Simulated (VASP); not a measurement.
# TiO2 (Fm-3m) in VASP: G0W0 quasiparticle levels with PBE

Aim: the G0W0 quasiparticle levels of TiO2 with PBE.

Program: VASP 6.6.1. These are calculated values, not measurements. Logs are shortened: lines on timing, memory, paths and dates and some standing lists are left out, and cuts for length are marked.

### Step 1. The cell of the first run

It takes space group Fm-3m (No. 225, cubic). The conventional cell has a = 4.794 Å, b = 4.794 Å, c = 4.794 Å, α = 90.00°, β = 90.00°, γ = 90.00°. Within 2.7 Å of Ti (site symmetry m-3m) lie 8 O at 2.08 Å. Within 2.7 Å of O (site symmetry -43m) lie 4 Ti at 2.08 Å and 6 O at 2.40 Å.

### Step 2. G0W0 quasiparticle levels, PBE

POSCAR reads:

```
TiO2
1.0
    0.0000000000      2.3968272541      2.3968272541
    2.3968272541      0.0000000000      2.3968272541
    2.3968272541      2.3968272541      0.0000000000
Ti O
1 2
Direct
    0.0000000000      0.0000000000      0.0000000000
    0.2500000000      0.2500000000      0.2500000000
    0.7500000000      0.7500000000      0.7500000000
```

INCAR.step1 reads:

```
  PREC = Accurate
  ENCUT = 500
  EDIFF = 1E-8
  ISMEAR = 0
  SIGMA = 0.01
  LREAL = False
  LASPH = True
  NELM = 80
  ALGO = Normal
  LWAVE = True
  LCHARG = False
  GGA = PE
```

INCAR.step2 reads:

```
  PREC = Accurate
  ENCUT = 500
  EDIFF = 1E-8
  ISMEAR = 0
  SIGMA = 0.01
  LREAL = False
  LASPH = True
  NELM = 1
  ALGO = Exact
  LWAVE = True
  LCHARG = False
  GGA = PE
  NBANDS = 74
  LOPTICS = True
  ISTART = 1
```

INCAR.step3 reads:

```
  PREC = Accurate
  ENCUT = 500
  EDIFF = 1E-8
  ISMEAR = 0
  SIGMA = 0.01
  LREAL = False
  LASPH = True
  ALGO = EVGW0
  LWAVE = False
  LCHARG = False
  GGA = PE
  NELMGW = 1
  NBANDS = 74
  ENCUTGW = 100.0
  NOMEGA = 96
  PRECFOCK = Fast
  ISTART = 1
  NBANDSGW = 20
  OMEGAMAX = 20
```

KPOINTS reads:

```
regular mesh
0
Gamma
  6 6 6
```

Potentials or basis: VASP PAW PBE potentials, release 64 (Ti_sv_GW, O_GW).

The run is started by

```bash
cat potpaw_PBE.64/Ti_sv_GW/POTCAR potpaw_PBE.64/O_GW/POTCAR > POTCAR
cp INCAR.step1 INCAR
mpirun -np 1 vasp_std > vasp.out
cp INCAR.step2 INCAR
mpirun -np 1 vasp_std > vasp.out
cp INCAR.step3 INCAR
mpirun -np 1 vasp_std > vasp.out
```

OUTCAR:

```text
PREC = Accurate
   ENCUT = 500
   EDIFF = 1E-8
   ISMEAR = 0
   LREAL = False
   LASPH = True
   GGA = PE
   NELMGW = 1
   ENCUTGW = 100.0
   PRECFOCK = Fast
   ISTART = 1

 ion  position               nearest neighbor table
   1  0.000  0.000  0.000-   2 2.08   3 2.08   3 2.08   3 2.08   3 2.08   2 2.08   2 2.08   2 2.08

   2  0.250  0.250  0.250-   1 2.08   1 2.08   1 2.08   1 2.08
   3  0.750  0.750  0.750-   1 2.08   1 2.08   1 2.08   1 2.08

  LATTYP: Found a face centered cubic cell.
 ALAT       =     4.7936545082

  Lattice vectors:

 A1 = (   0.0000000000,   2.3968272541,   2.3968272541)
 A2 = (   2.3968272541,   0.0000000000,   2.3968272541)
 A3 = (   2.3968272541,   2.3968272541,   0.0000000000)

Analysis of symmetry for initial positions (statically):
=====================================================================
 Subroutine PRICEL returns:
 Original cell was already a primitive cell.

 Routine SETGRP: Setting up the symmetry group for a
 face centered cubic supercell.

 Subroutine GETGRP returns: Found 48 space group operations
 (whereof 48 operations were pure point group operations)
 out of a pool of 48 trial point group operations.

The static configuration has the point symmetry O_h .

Analysis of symmetry for dynamics (positions and initial velocities):
=====================================================================
 Subroutine PRICEL returns:
 Original cell was already a primitive cell.

 Routine SETGRP: Setting up the symmetry group for a
 face centered cubic supercell.

 Subroutine GETGRP returns: Found 48 space group operations
 (whereof 48 operations were pure point group operations)
 out of a pool of 48 trial point group operations.

The dynamic configuration has the point symmetry O_h .

 Subroutine INISYM returns: Found 48 space group operations
 (whereof 48 operations are pure point group operations),
 and found     1 'primitive' translations

----------------------------------------------------------------------------------------

                                     Primitive cell

  volume of cell :      27.5385

  direct lattice vectors                    reciprocal lattice vectors
     0.000000000  2.396827254  2.396827254    -0.208609110  0.208609110  0.208609110
     2.396827254  0.000000000  2.396827254     0.208609110 -0.208609110  0.208609110
     2.396827254  2.396827254  0.000000000     0.208609110  0.208609110 -0.208609110

  length of vectors
     3.389625609  3.389625609  3.389625609     0.361321577  0.361321577  0.361321577

  position of ions in fractional coordinates (direct lattice)
     0.000000000  0.000000000  0.000000000
     0.250000000  0.250000000  0.250000000
     0.750000000  0.750000000  0.750000000

  ion indices of the primitive-cell ions
   primitive index   ion index
                 1           1
                 2           2
                 3           3

----------------------------------------------------------------------------------------

 KPOINTS: regular mesh

Automatic generation of k-mesh.
 Grid dimensions read from file:
 generate k-points for:    6    6    6

 Generating k-lattice:

  Cartesian coordinates                     Fractional coordinates (reciprocal lattice)
    -0.034768185  0.034768185  0.034768185     0.166666667  0.000000000  0.000000000
     0.034768185 -0.034768185  0.034768185     0.000000000  0.166666667  0.000000000
     0.034768185  0.034768185 -0.034768185     0.000000000  0.000000000  0.166666667

  Length of vectors
     0.060220263  0.060220263  0.060220263

  Shift w.r.t. Gamma in fractional coordinates (k-lattice)
     0.000000000  0.000000000  0.000000000

 Subroutine IBZKPT returns following result:
 ===========================================

 Found     16 irreducible k-points:

 Following reciprocal coordinates:
            Coordinates               Weight
  0.000000  0.000000  0.000000      1.000000
  0.166667  0.000000  0.000000      8.000000
  0.333333  0.000000  0.000000      8.000000
  0.500000  0.000000  0.000000      4.000000
  0.166667  0.166667  0.000000      6.000000
  0.333333  0.166667  0.000000     24.000000
[... 8 lines left out ...]
 -0.333333  0.333333  0.166667     24.000000
 -0.333333  0.500000  0.166667     12.000000
   k-points           NKPTS =     16   k-points in BZ     NKDIM =    216   number of bands    NBANDS=     74
   number of dos      NEDOS =    301   number of ions     NIONS =      3
   total plane-waves  NPLWV =  21952
   dimension x,y,z NGX =    28 NGY =   28 NGZ =   28
   dimension x,y,z NGXF=    56 NGYF=   56 NGZF=   56
   ions per type =               1   2
   NGX,Y,Z   is equivalent  to a cutoff of  13.73, 13.73, 13.73 a.u.
   NGXF,Y,Z  is equivalent  to a cutoff of  27.47, 27.47, 27.47 a.u.
 SYSTEM =  unknown system
   PREC   = accura    normal or accurate (medium, high low for compatibility)
   ISTART =      1    job   : 0-new  1-cont  2-samecut
   ICHARG =      0    charge: 1-file 2-atom 10-const
   ISPIN  =      1    spin polarized calculation?
   LNONCOLLINEAR =      F non collinear calculations
   LSORBIT =      F    spin-orbit coupling
   LASPH  =      T    aspherical Exc in radial PAW
   ENCUT  =  500.0 eV  36.75 Ry    6.06 a.u.   6.18  6.18  6.18*2*pi/ulx,y,z
   NELM   =     60;   NELMIN=  2; NELMDL=  0     # of ELM steps
   EDIFF  = 0.1E-07   stopping-criterion for ELM
   LREAL  =      F    real-space projection
   EDIFFG = 0.1E-06   stopping-criterion for IOM
   NSW    =      0    number of steps for IOM
   IBRION =     -1    ionic relax: 0-MD 1-quasi-New 2-CG
   NFREE  =      0    steps in history (QN), initial steepest desc. (CG)
   ISIF   =      0    stress and relaxation
   ISYM   =      3    0-nonsym 1-usesym 2-fastsym
   POTIM  = 0.5000    time-step for ionic-motion
   TEBEG  =    0.0;   TEEND  =   0.0 temperature during run
   PSTRESS=    0.0 pullay stress
   NELECT =      24.0000    total number of electrons
   NUPDOWN=      -1.0000    fix difference up-down
   EMIN   =  10.00;   EMAX   =-10.00  energy-range for DOS
   EFERMI =   0.00;   METHOD = LEGACY
   ISMEAR =     0;   SIGMA  =   0.01  broadening in eV -4-tet -1-fermi 0-gaus
   EFERMI_NEDOS =   21; number of points for ismear=-14 and -15
   IALGO  =     38    algorithm
   IMIX   =      4    mixing-type and parameters
     AMIX     =   0.40;   BMIX     =  1.00
     AMIX_MAG =   1.60;   BMIX_MAG =  1.00
  volume/ion in A,a.u.               =       9.18        61.95
  Fermi-wavevector in a.u.,A,eV,Ry     =   1.563742  2.955044 33.270189  2.445290
  Thomas-Fermi vector in A             =   2.666469
   LORBIT       =      0    0 simple, 1 ext, 2 COOP (PROOUT), +10 PAW based schemes
   GGA     = PE    functional components
   LHFCALC =     T    Hartree Fock is set to
   PRECFOCK=fast      Normal, Fast or Accurate (Low or Medium for compatibility)
   ENCUT4O =  -1.0   cutoff for four orbital integrals eV
   NKREDX  =     1    reduce k-point grid by
   NKREDY  =     1    reduce k-point grid by
   NKREDZ  =     1    reduce k-point grid by
   AEXX    =    1.0000 exact exchange contribution
   HFSCREEN=    0.0000 screening length (either q_TF or 0.3 A-1)
   HFSCREENC=   0.0000 screening length for correlation (either q_TF or 0.3 A-1)
   ENCUTFOCK=  -1.0 apply spherical cutoff to Coloumb kernel
   IVDW    =     0    specifies the selected vdW correction
   LEPSILON=     F    determine dielectric tensor
   LRPA    =     F    only Hartree local field effects (RPA)
   LRPAFORCE           =     F    calculate RPA forces
   ENCUTGW             = 100.0    cutoff for response function in eV
   ENCUTGWSOFT         =  80.0    soft cutoff for Coulomb kernel in GW response function in eV
   ENCUTLF             =  -1.0    cutoff for local field effects
   NELMGW              =     1    number of iterations in solving QP/BSE equation
   NELMHF              =     1    number of iterations in the inner HF iteration
   NKREDLFX            =     1    NKREDLFY  =   1   NKREDLFZ  =   1
 non-spin polarized calculation
 Gauss-broadening in eV      SIGMA  =   0.01
  energy-cutoff  :      500.00
  volume of cell :       27.54
 maximum number of plane-waves:       725
 NGX is ok and might be reduce to    28
  NGX = 14; NGY = 14; NGZ = 14
   NGX = 13   NGY = 13   NGZ = 13
 maximum number of plane-waves:        70
 NGX is ok and might be reduce to    14

 QP shifts <psi_nk| G(iteration)W_0 |psi_nk>: iteration 1
 for sc-GW calculations column KS-energies equals QP-energies in previous step
 and V_xc(KS)=  KS-energies - (<T + V_ion + V_H > + <T+V_H+V_ion>^1  + <V_x>^1)

 k-point   1 :       0.0000    0.0000    0.0000
  band No.  KS-energies  QP-energies   sigma(KS)   V_xc(KS)     V^pw_x(r,r')   Z            occupation Imag(sigma)

      1     -50.3613     -51.6724     -27.2435     -24.9378     -41.6324       0.5687       2.0000       0.8095
      2     -26.4508     -26.9506     -25.0524     -24.2297     -34.5720       0.6075       2.0000       0.3923
      3     -26.4508     -26.9506     -25.0524     -24.2297     -34.5720       0.6075       2.0000       0.3923
      4     -26.4508     -26.9506     -25.0524     -24.2297     -34.5720       0.6075       2.0000       0.3923
      5     -12.3785     -13.0014     -19.7855     -18.7114     -30.6064       0.5799       2.0000       1.0438
      6      -8.5466      -9.8234     -22.7368     -20.9982     -32.1664       0.7344       2.0000       0.9295
[... 12 lines left out ...]
     19      21.5904      22.0789     -10.4251     -11.0223      -4.8461       0.8181       0.0000      -0.3659
     20      21.5904      22.0789     -10.4251     -11.0223      -4.8461       0.8181       0.0000      -0.3659

 k-point   2 :       0.1667    0.0000    0.0000
  band No.  KS-energies  QP-energies   sigma(KS)   V_xc(KS)     V^pw_x(r,r')   Z            occupation Imag(sigma)

      1     -50.3552     -51.6648     -27.2446     -24.9439     -41.6353       0.5692       2.0000       0.8074
      2     -26.5167     -27.0156     -24.9717     -24.1427     -34.5524       0.6018       2.0000       0.4252
      3     -26.4585     -26.9591     -25.0446     -24.2205     -34.5716       0.6075       2.0000       0.3962
      4     -26.4585     -26.9591     -25.0446     -24.2205     -34.5716       0.6075       2.0000       0.3962
      5     -12.0552     -12.7638     -20.1012     -18.9246     -30.7096       0.6022       2.0000       1.0029
      6      -8.9134     -10.1011     -22.4077     -20.7266     -31.9408       0.7065       2.0000       0.9494
[... 12 lines left out ...]
     19      21.4060      21.9191     -11.5378     -12.1751      -5.6406       0.8050       0.0000      -0.4560
     20      22.4612      22.9919     -10.8215     -11.4094      -4.9555       0.9028       0.0000      -0.5940

 k-point   3 :       0.3333    0.0000    0.0000
  band No.  KS-energies  QP-energies   sigma(KS)   V_xc(KS)     V^pw_x(r,r')   Z            occupation Imag(sigma)

      1     -50.3434     -51.6556     -27.2459     -24.9565     -41.6414       0.5732       2.0000       0.8035
      2     -26.6453     -27.1456     -24.8108     -23.9798     -34.5138       0.6020       2.0000       0.4950
      3     -26.4739     -26.9761     -25.0306     -24.2025     -34.5729       0.6064       2.0000       0.4044
      4     -26.4739     -26.9761     -25.0306     -24.2025     -34.5729       0.6064       2.0000       0.4044
      5     -11.3155     -12.1658     -20.7074     -19.3751     -30.9654       0.6383       2.0000       0.9708
      6      -9.6156     -10.6830     -21.9338     -20.3465     -31.6270       0.6725       2.0000       0.9366
[... 12 lines left out ...]
     19      21.5097      22.2853     -13.2949     -14.2877      -7.2512       0.7812       0.0000      -0.4269
     20      24.7146      25.6398     -11.1797     -12.3363      -5.2163       0.7999       0.0000      -0.7578
[... 265 lines left out ...]
 k-point  15 :      -0.3333    0.3333    0.1667
  band No.  KS-energies  QP-energies   sigma(KS)   V_xc(KS)     V^pw_x(r,r')   Z            occupation Imag(sigma)

      1     -50.3318     -51.6534     -27.2452     -24.9692     -41.6471       0.5806       2.0000       0.7999
      2     -26.6509     -27.1500     -24.8064     -23.9775     -34.5187       0.6021       2.0000       0.5000
      3     -26.5887     -27.0851     -24.8814     -24.0572     -34.5377       0.6024       2.0000       0.4654
      4     -26.5107     -27.0182     -24.9956     -24.1560     -34.5664       0.6045       2.0000       0.4280
      5     -10.3934     -11.2985     -21.4188     -19.9856     -31.3923       0.6315       2.0000       0.8956
      6     -10.2060     -11.1465     -21.6476     -20.1653     -31.4884       0.6345       2.0000       0.8418
[... 12 lines left out ...]
     19      22.8103      24.0318     -14.1627     -15.4435      -7.7721       0.9537       0.0000      -0.7284
     20      24.6260      25.7840     -12.3765     -13.8816      -6.3238       0.7694       0.0000      -0.9293

 k-point  16 :      -0.3333    0.5000    0.1667
  band No.  KS-energies  QP-energies   sigma(KS)   V_xc(KS)     V^pw_x(r,r')   Z            occupation Imag(sigma)

      1     -50.3299     -51.6514     -27.2447     -24.9713     -41.6478       0.5813       2.0000       0.7992
      2     -26.6719     -27.1584     -24.7660     -23.9538     -34.5092       0.5990       2.0000       0.5029
      3     -26.5758     -27.0794     -24.9095     -24.0739     -34.5468       0.6028       2.0000       0.4628
      4     -26.5281     -27.0379     -24.9786     -24.1333     -34.5605       0.6031       2.0000       0.4395
      5     -10.3201     -11.2333     -21.6241     -20.1788     -31.4871       0.6318       2.0000       0.8076
      6     -10.1817     -11.1116     -21.5647     -20.0928     -31.4910       0.6318       2.0000       0.8902
[... 12 lines left out ...]
     19      22.7682      23.4898     -12.8955     -13.7612      -6.7041       0.8334       0.0000      -0.6808
     20      23.4313      24.7932     -14.0210     -15.6211      -7.7010       0.8511       0.0000      -0.7437
```

It took 8.4 min on 1 thread of Intel Xeon Platinum 8488C (Sapphire Rapids), shared host; peak memory 0.48 GiB.

Results:

```
Quasiparticle gap                                   : 2.26 eV
Least direct quasiparticle gap                      : 2.96 eV
Band gap of the starting levels on the mesh         : 1.14 eV
Least direct gap of the starting levels on the mesh : 1.86 eV
```

Caveat: the k points lie up to 0.38 Å⁻¹ apart; bands, screening cutoff and mesh are small and nothing is extrapolated, so the quasiparticle values aren't converged; the structure was generated, so it needn't be the stable form of TiO2.
